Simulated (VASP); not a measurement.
# Ge2Sb2Te5 in VASP: further runs, part 3 of 3

VASP 6.6.1. Earlier steps stand in the parts before.

## (6) Single point, PBE

This run uses another cell than the first one, of 31.91 Å³/atom, 1.062 times its volume.

Input file INCAR:

```
PREC = Accurate
ENCUT = 520
EDIFF = 1E-6
ISMEAR = -1
SIGMA = 0.05
LREAL = False
LASPH = True
NELM = 80
ALGO = Normal
ISIF = 2
LWAVE = False
LCHARG = False
GGA = PE
NBANDS = 44
```

Input file KPOINTS:

```
Automatic mesh
0
Gamma
  4 4 3
```

Input file POSCAR:

```
Ge2Sb2Te5
1.0
    6.8238059700     -3.0318103200      0.0000000000
    6.8544660300      3.1002016800      0.0000000000
   -6.8309770000     -0.0341548850      6.8476090000
Te Sb Ge
5 2 2
Direct
    0.5947020000      0.5947020000      0.3864330000
    0.7952880000      0.7952880000      0.1961120000
    0.0083240000      0.0083240000      0.0064350000
    0.2065190000      0.2065190000      0.8098030000
    0.3999590000      0.3999590000      0.5971180000
    0.9017080000      0.9017080000      0.5878730000
    0.1118700000      0.1118700000      0.4173520000
    0.2842870000      0.2842870000      0.1878300000
    0.4973430000      0.4973430000      0.0110440000
```

Potentials or basis: VASP PAW PBE potentials, release 64 (Te, Sb, Ge_d).

Launch:

```
> cat potpaw_PBE.64/Te/POTCAR potpaw_PBE.64/Sb/POTCAR potpaw_PBE.64/Ge_d/POTCAR > POTCAR
> mpirun -np 1 vasp_std > vasp.out
```

OUTCAR:

```text
PREC = Accurate
   ENCUT = 520
   EDIFF = 1E-6
   ISMEAR = -1
   LREAL = False
   LASPH = True
   NELM = 80
   ISIF = 2
   GGA = PE

 ion  position               nearest neighbor table
   1  0.595  0.595  0.386-   9 2.85   7 3.07   7 3.07   6 3.14   8 3.19
   2  0.795  0.795  0.196-   6 2.95   8 3.07   8 3.07   9 3.08   7 3.20
   3  0.008  0.008  0.006-   8 2.82   9 3.07   9 3.07   7 3.14   6 3.19
   4  0.207  0.207  0.810-   9 2.95   8 3.00   7 3.02   6 3.06
   5  0.400  0.400  0.597-   7 2.98   8 3.05   6 3.07   6 3.07   9 3.20
   6  0.902  0.902  0.588-   2 2.95   4 3.06   5 3.07   5 3.07   1 3.14   3 3.19
   7  0.112  0.112  0.417-   5 2.98   4 3.02   1 3.07   1 3.07   3 3.14   2 3.20
   8  0.284  0.284  0.188-   3 2.82   4 3.00   5 3.05   2 3.07   2 3.07   1 3.19
   9  0.497  0.497  0.011-   1 2.85   4 2.95   3 3.07   3 3.07   2 3.08   5 3.20

  LATTYP: Found a triclinic cell.
 ALAT       =     7.5026623994
 B/A-ratio  =     1.2891808077
 C/A-ratio  =     1.2907178137
 COS(alpha) =     0.0012263427
 COS(beta)  =     0.6432598475
 COS(gamma) =     0.6482679337

  Lattice vectors:

 A1 = (   0.0071710300,   3.0659652050,  -6.8476090000)
 A2 = (   6.8309770000,   0.0341548850,  -6.8476090000)
 A3 = (  -6.8472950000,  -0.0342364750,  -6.8476090000)

Analysis of symmetry for initial positions (statically):
=====================================================================
 Subroutine PRICEL returns:
 Original cell was already a primitive cell.

 Routine SETGRP: Setting up the symmetry group for a
 triclinic supercell.

 Subroutine GETGRP returns: Found  1 space group operations
 (whereof  1 operations were pure point group operations)
 out of a pool of  2 trial point group operations.

The static configuration has the point symmetry C_1 .

Analysis of symmetry for dynamics (positions and initial velocities):
=====================================================================
 Subroutine PRICEL returns:
 Original cell was already a primitive cell.

 Routine SETGRP: Setting up the symmetry group for a
 triclinic supercell.

 Subroutine GETGRP returns: Found  1 space group operations
 (whereof  1 operations were pure point group operations)
 out of a pool of  2 trial point group operations.

The dynamic configuration has the point symmetry C_1 .

 Subroutine INISYM returns: Found  1 space group operations
 (whereof  1 operations are pure point group operations),
 and found     1 'primitive' translations

----------------------------------------------------------------------------------------

                                     Primitive cell

  volume of cell :     287.1655

  direct lattice vectors                    reciprocal lattice vectors
     6.823805970 -3.031810320  0.000000000     0.073925891 -0.163448241  0.072931078
     6.854466030  3.100201680  0.000000000     0.072295064  0.162717136  0.072931078
    -6.830977000 -0.034154885  6.847609000     0.000000000  0.000000000  0.146036376

  length of vectors
     7.467007549  7.522961851  9.672288372     0.193647378  0.192412018  0.146036376

  position of ions in fractional coordinates (direct lattice)
     0.594702000  0.594702000  0.386433000
     0.795288000  0.795288000  0.196112000
     0.008324000  0.008324000  0.006435000
     0.206519000  0.206519000  0.809803000
     0.399959000  0.399959000  0.597118000
[... 46 lines left out ...]
  0.250000  0.000000  0.000000      2.000000
  0.500000  0.000000  0.000000      1.000000
  0.000000  0.250000 -0.000000      2.000000
  0.250000  0.250000 -0.000000      2.000000
  0.500000  0.250000  0.000000      2.000000
[... 16 lines left out ...]
  0.000000 -0.250000  0.333333      2.000000
  0.250000 -0.250000  0.333333      2.000000
 [... further k-points ...]
   k-points           NKPTS =     26   k-points in BZ     NKDIM =     26   number of bands    NBANDS=     44
   number of dos      NEDOS =    301   number of ions     NIONS =      9
   total plane-waves  NPLWV = 225792
   dimension x,y,z NGX =    56 NGY =   56 NGZ =   72
   dimension x,y,z NGXF=   112 NGYF=  112 NGZF=  144
   ions per type =               5   2   2
   NGX,Y,Z   is equivalent  to a cutoff of  12.47, 12.38, 12.38 a.u.
   NGXF,Y,Z  is equivalent  to a cutoff of  24.94, 24.75, 24.75 a.u.
 SYSTEM =  unknown system
   PREC   = accura    normal or accurate (medium, high low for compatibility)
   ISTART =      0    job   : 0-new  1-cont  2-samecut
   ICHARG =      2    charge: 1-file 2-atom 10-const
   ISPIN  =      1    spin polarized calculation?
   LNONCOLLINEAR =      F non collinear calculations
   LSORBIT =      F    spin-orbit coupling
   LASPH  =      T    aspherical Exc in radial PAW
   ENCUT  =  520.0 eV  38.22 Ry    6.18 a.u.  13.88 13.99 17.98*2*pi/ulx,y,z
   NELM   =     80;   NELMIN=  2; NELMDL= -5     # of ELM steps
   EDIFF  = 0.1E-05   stopping-criterion for ELM
   LREAL  =      F    real-space projection
   EDIFFG = 0.1E-04   stopping-criterion for IOM
   NSW    =      0    number of steps for IOM
   IBRION =     -1    ionic relax: 0-MD 1-quasi-New 2-CG
   NFREE  =      0    steps in history (QN), initial steepest desc. (CG)
   ISIF   =      2    stress and relaxation
   ISYM   =      2    0-nonsym 1-usesym 2-fastsym
   POTIM  = 0.5000    time-step for ionic-motion
   TEBEG  =    0.0;   TEEND  =   0.0 temperature during run
   PSTRESS=    0.0 pullay stress
   NELECT =      68.0000    total number of electrons
   NUPDOWN=      -1.0000    fix difference up-down
   EMIN   =  10.00;   EMAX   =-10.00  energy-range for DOS
   EFERMI =   0.00;   METHOD = LEGACY
   ISMEAR =    -1;   SIGMA  =   0.05  broadening in eV -4-tet -1-fermi 0-gaus
   EFERMI_NEDOS =   21; number of points for ismear=-14 and -15
   IALGO  =     38    algorithm
   IMIX   =      4    mixing-type and parameters
     AMIX     =   0.40;   BMIX     =  1.00
     AMIX_MAG =   1.60;   BMIX_MAG =  1.00
  volume/ion in A,a.u.               =      31.91       215.32
  Fermi-wavevector in a.u.,A,eV,Ry     =   1.012823  1.913959 13.957007  1.025811
  Thomas-Fermi vector in A             =   2.145956
   LORBIT       =      0    0 simple, 1 ext, 2 COOP (PROOUT), +10 PAW based schemes
   GGA     = PE    functional components
[... 5 lines left out ...]
 non-spin polarized calculation
  energy-cutoff  :      520.00
  volume of cell :      287.17
 maximum number of plane-waves:      7762
   NGX = 27   NGY = 27   NGZ = 35

 number of electron      68.0000002 magnetization

 Free energy of the ion-electron system (eV)
  ---------------------------------------------------
  ext. energy  EPLUGINS =         0.00000000
  ---------------------------------------------------
  free energy    TOTEN  =       -33.59384538 eV

  energy without entropy =      -33.58208020  energy(sigma->0) =      -33.58796279

 E-fermi :   5.2704     XC(G=0):  -9.1318

 val. band max:        5.2653446448   @ k =   0.0000   0.5000  -0.0000
 cond. band min:       5.3044928911   @ k =   0.5000   0.0000   0.0000
 fundamental gap:      0.0391482463
 Fermi energy:         5.2703916421

 k-point     1 :       0.0000    0.0000    0.0000
  band No.  band energies     occupation
      1     -19.4106      2.00000
      2     -19.4072      2.00000
      3     -19.4041      2.00000
      4     -19.3990      2.00000
      5     -19.3936      2.00000
      6     -19.3899      2.00000
[... 1117 lines left out ...]
     43       8.3691      0.00000
     44       8.4421      0.00000

 [... further k-points ...]

------------------------ aborting loop because EDIFF is reached ----------------------------------------

  FORCE on cell =-STRESS in cart. coord.  units (eV):
  Direction    XX          YY          ZZ          XY          YZ          ZX
  --------------------------------------------------------------------------------------
  -------------------------------------------------------------------------------------
  Total       -0.3548096     -0.2565488     -0.2486412     -0.2599590      0.0032743     -0.1832573
  in kB       -1.9795824     -1.4313580     -1.3872392     -1.4503846      0.0182685     -1.0224443
  external PRESSURE =      -1.5993932 kB  Pullay stress =       0.0000000 kB

 VOLUME and BASIS-vectors are now :
 -----------------------------------------------------------------------------
  energy-cutoff  :      520.00
  volume of cell :      287.17
      direct lattice vectors                 reciprocal lattice vectors
     6.823805970 -3.031810320  0.000000000     0.073925891 -0.163448241  0.072931078
     6.854466030  3.100201680  0.000000000     0.072295064  0.162717136  0.072931078
    -6.830977000 -0.034154885  6.847609000     0.000000000  0.000000000  0.146036376

 POSITION                                       TOTAL-FORCE (eV/Angst)
 -----------------------------------------------------------------------------------
      5.49478      0.02747      2.64614         0.028952      0.018237      0.031066
      9.53853      0.04769      1.34290         0.062759     -0.010499     -0.023109
      0.06990      0.00035      0.04406        -0.009662      0.015578     -0.021481
     -2.70692     -0.01353      5.54521         0.044450      0.001478     -0.029253
      1.39185      0.00696      4.08883         0.048392     -0.001829     -0.037351
      8.31806      0.04159      4.02552         0.008817     -0.004314     -0.063421
     -1.32073     -0.00660      2.85786         0.011605      0.000732      0.058777
      2.60549      0.01303      1.28619        -0.147439     -0.007607      0.024851
      6.72735      0.03364      0.07562        -0.047874     -0.011776      0.059920
 -----------------------------------------------------------------------------------
    total drift:                               -0.001277      0.000759      0.001165

  FREE ENERGIE OF THE ION-ELECTRON SYSTEM (eV)
  ---------------------------------------------------
  free  energy   TOTEN  =       -33.5938453788 eV

  energy  without entropy=      -33.5820801964  energy(sigma->0) =      -33.58796279
```

Wall time 5.6 min (1 thread of Intel Xeon Platinum 8488C (Sapphire Rapids), shared host); peak memory 0.67 GiB.

Results:

```
Free energy   : -33.5938 eV
Pressure      : -0.2 GPa
Largest force : 0.150 eV/Å
```

Forces in eV/Å, atoms in the order of the input:
```
Te   0.029  0.018  0.031
Te   0.063 -0.010 -0.023
Te  -0.010  0.016 -0.021
Te   0.044  0.001 -0.029
Te   0.048 -0.002 -0.037
Sb   0.009 -0.004 -0.063
Sb   0.012  0.001  0.059
Ge  -0.147 -0.008  0.025
Ge  -0.048 -0.012  0.060
```

Stress tensor (GPa, compression positive):
```
-0.20 -0.15 -0.10
-0.15 -0.14  0.00
-0.10  0.00 -0.14
```

Caveat: spin-orbit coupling is left out, which moves the levels of the heavy elements.

## (7) The runs side by side

```csv
level,potentials or basis,cell,k mesh,gap on the mesh (eV),pressure (GPa),largest force (eV/Å)
PBE+D3(BJ),"VASP PAW PBE potentials, release 64 (Te, Sb, Ge_d)","a = 7.358, b = 7.358, c = 9.507 Å, angles 130.5, 130.5, 48.4°, 9 atoms",5 × 5 × 4,0.13,0.0,0.02
LDA,"VASP PAW LDA potentials, release 64 (Te, Sb, Ge_d)","a = 7.289, b = 7.289, c = 9.418 Å, angles 130.5, 130.5, 48.3°, 9 atoms",5 × 5 × 4,0.13,0.1,0.03
PBE,"VASP PAW PBE potentials, release 64 (Te, Sb, Ge_d)","a = 7.579, b = 7.579, c = 9.829 Å, angles 131.1, 131.1, 47.6°, 9 atoms",5 × 5 × 4,0.23,0.0,0.02
PBEsol,"VASP PAW PBE potentials, release 64 (Te, Sb, Ge_d)","a = 7.495, b = 7.495, c = 9.672 Å, angles 130.1, 130.1, 48.3°, 9 atoms",5 × 5 × 4,0.25,-2.4,0.21
PBE,"VASP PAW PBE potentials, release 64 (Te, Sb, Ge_d)","a = 7.467, b = 7.523, c = 9.672 Å, angles 130.2, 130.1, 48.3°, 9 atoms",4 × 4 × 3,-,-0.2,0.15
```

Alike in all rows: task single point; no spin polarisation; cutoff (eV) 520; smearing fermi-dirac 0.05 eV.

Caveats: spin-orbit coupling is left out, which moves the levels of the heavy elements; the PAW data sets were made with another functional, which shifts forces and pressure a little (some runs).

Absolute energies hang on the potentials; compare differences alone.
